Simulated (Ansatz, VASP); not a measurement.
# Two plane-wave programs on Ir

```xyz
8
Lattice="4.8905 0.0000 0.0000 0.0000 4.8905 0.0000 0.0000 0.0000 4.8905" Properties=species:S:1:pos:R:3 pbc="T T T"
Ir    2.4452    2.4452    2.4452
Ir    0.0000    0.0000    0.0000
Ir    1.2226    0.0000    2.4452
Ir    2.4452    1.2226    0.0000
Ir    2.4452    3.6679    0.0000
Ir    3.6679    0.0000    2.4452
Ir    0.0000    2.4452    3.6679
Ir    0.0000    2.4452    1.2226
```

Alike in both runs: functional PBEsol; k mesh 8 × 8 × 8; occupations gaussian, width 0.1 eV; no spin polarisation.

Ansatz relaxed the structure, and its values are those at the end. VASP's run is a single point on that final structure, the one shown.

```csv
,VASP,Ansatz
version,VASP 6.6.1,Ansatz 0.2.0
potentials or method,"VASP PAW PBE potentials, release 64 (Ir), cutoff 520 eV","scalar-relativistic, plane waves, PAW"
valence electrons in the cell,72,136
```

Ansatz gave:

* gap on the k mesh at the Fermi level (eV): none
* pressure (GPa): 0.0

Question: What did VASP give for the same quantities?

Answer: gap on the k mesh at the Fermi level (eV): none; pressure (GPa): 0.9.

VASP's potentials were made for PBE, not for PBEsol. A gap of «none» marks a metal or a gap that the smearing closes. VASP's potentials hold 72 valence electrons a cell and Ansatz's 136, so a difference there can come from the potentials and not from the codes.

Spin-orbit coupling is off throughout.
